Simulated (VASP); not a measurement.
A run of VASP 6.6.1 is set up as follows.

File INCAR:

```
PREC = Accurate ; ENCUT = 520
EDIFF = 1E-6 ; ISMEAR = 0
SIGMA = 0.1 ; LREAL = F
LASPH = T ; NELM = 100
ALGO = Normal ; ISIF = 2
LWAVE = F ; LCHARG = T
LDIPOL = T ; IDIPOL = 3
DIPOL = 0.5 0.5 0.500 ; GGA = PS
LELF = T ; LVHAR = T
LVACPOTAV = T ; NBANDS = 22
```

Contents of KPOINTS:

```
Automatic mesh
0
Gamma
  7 7 1
```

File POSCAR:

```
Na
1.0
    4.1673657450      0.0000000000      0.0000000000
    0.0000000000      4.1673657450      0.0000000000
    0.0000000000      0.0000000000     23.2510486175
Na
4
Direct
    0.5000000000      0.5000000000      0.3655749098
    0.0000000000      0.0000000000      0.4551916366
    0.5000000000      0.5000000000      0.5448083634
    0.0000000000      0.0000000000      0.6344250902
```

Potentials or basis: VASP PAW PBE potentials, release 64 (Na_pv).

Command:

```sh
$ cat potpaw_PBE.64/Na_pv/POTCAR > POTCAR
$ mpirun -np 1 vasp_std > vasp.out
```

What does it give for the band gap on the k mesh?

Zero (bands 14 and 15 overlap by 1.70 eV).

Predict the largest force.

0.015 eV/Å.

Forces on the atoms (eV/Å):
```
Na   0.000  0.000 -0.015
Na   0.000  0.000  0.002
Na   0.000  0.000 -0.002
Na   0.000  0.000  0.015
```

Caveat: the PAW data sets were made with another functional, which shifts forces and pressure a little.
